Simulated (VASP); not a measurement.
Zn, 1 atom in the cell. The structure is cubic, space group Fm-3m (No. 225). The conventional cell has a = 3.930 Å, b = 3.930 Å, c = 3.930 Å, α = 90.00°, β = 90.00°, γ = 90.00°. Within 3.7 Å of Zn (site symmetry m-3m) lie 12 Zn at 2.78 Å. 

```yaml
Program: VASP 6.6.1
Task: single point
Functional: PBE
Potentials_or_basis: VASP PAW PBE potentials, release 64 (Zn)
Cutoff: 500 eV
k_mesh: 17 × 17 × 17
Occupations: fermi-dirac, width 0.1 eV
Spin: no spin polarisation
Dipole_correction: no
Further_INCAR_settings: ALGO = Normal; EDIFF = 1e-06; NBANDS = 12
```

Potentials or basis: VASP PAW PBE potentials, release 64 (Zn).

Launch:

```bash
$ cat potpaw_PBE.64/Zn/POTCAR > POTCAR
$ mpirun -np 1 vasp_std > vasp.out
```

Hardware: 1 thread of Intel(R) Xeon(R) Platinum 8488C (Sapphire Rapids) (shared host).

Problem. How long does it take, and how much memory?

Solution. Wall time 12 s on 1 thread of Intel(R) Xeon(R) Platinum 8488C (Sapphire Rapids), on a shared host, peak memory 0.14 GiB. Counts: scf iterations 10, k points 165.
